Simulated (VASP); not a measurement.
A run of VASP 6.6.1 is set up as follows.

Contents of INCAR:

```
SYSTEM = LuHg
  PREC = Accurate
  ENCUT = 520
  EDIFF = 1E-6
  ISMEAR = -1
  SIGMA = 0.05
  LREAL = .False.
  LASPH = .True.
  NELM = 60
  ALGO = Normal
  ISIF = 2
  LWAVE = .False.
  LCHARG = .False.
  GGA = CA
  NBANDS = 26
```

Contents of KPOINTS:

```
regular mesh
0
Gamma
  5 5 5
  0 0 0
```

The input POSCAR:

```
LuHg
1.0
    3.6070000000      0.0000000000      0.0000000000
    0.0000000000      3.6070000000      0.0000000000
    0.0000000000      0.0000000000      3.6070000000
Lu Hg
1 1
Direct
    0.5000000000      0.5000000000      0.5000000000
    0.0000000000      0.0150000000      0.0000000000
```

Potentials or basis: VASP PAW PBE potentials, release 64 (Lu, Hg).

The run is started by

```sh
$ cat potpaw_PBE.64/Lu/POTCAR potpaw_PBE.64/Hg/POTCAR > POTCAR
$ mpirun -np 1 vasp_std > vasp.out
```

Predict the largest force.

0.082 eV/Å.

Predict the pressure.

-3.7 GPa.

Forces on the atoms (eV/Å):
```
Lu   0.000  0.082  0.000
Hg   0.000 -0.082  0.000
```

Caveat: the PAW data sets were made with another functional, which shifts forces and pressure a little.
